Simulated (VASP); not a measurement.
Runs of VASP 6.6.1 on ZrH2. The structure is that of space group Fm-3m (No. 225), or close to it. The cells are those of the table. 

```csv
task,cell,cutoff (eV),gap on the mesh (eV),pressure (GPa),relaxed volume (Å³/atom)
relaxation of cell and atoms,"relaxed from a = 3.408 Å, angles 60.0°, 3 atoms",500,none,0.0,(a)
single point,"a = 3.349 Å, angles 60.0°, 3 atoms",520,none,0.2,-
single point,"a = 3.349 Å, angles 60.0°, 3 atoms",500,none,0.2,-
relaxation of cell and atoms,"relaxed from a = 3.349 Å, angles 60.0°, 3 atoms",600,none,-0.1,8.88
```

Alike in all rows: level LDA; potentials or basis VASP PAW LDA potentials, release 64 (Zr_sv, H); no spin polarisation; k mesh 16 × 16 × 16; smearing fermi-dirac 0.1 eV.

Fill in the values left out.

(a) 8.87.

A k mesh can miss the band edges, and the runs leave out spin-orbit coupling on Zr.

A gap of «none» marks levels without a gap at the run's occupations.
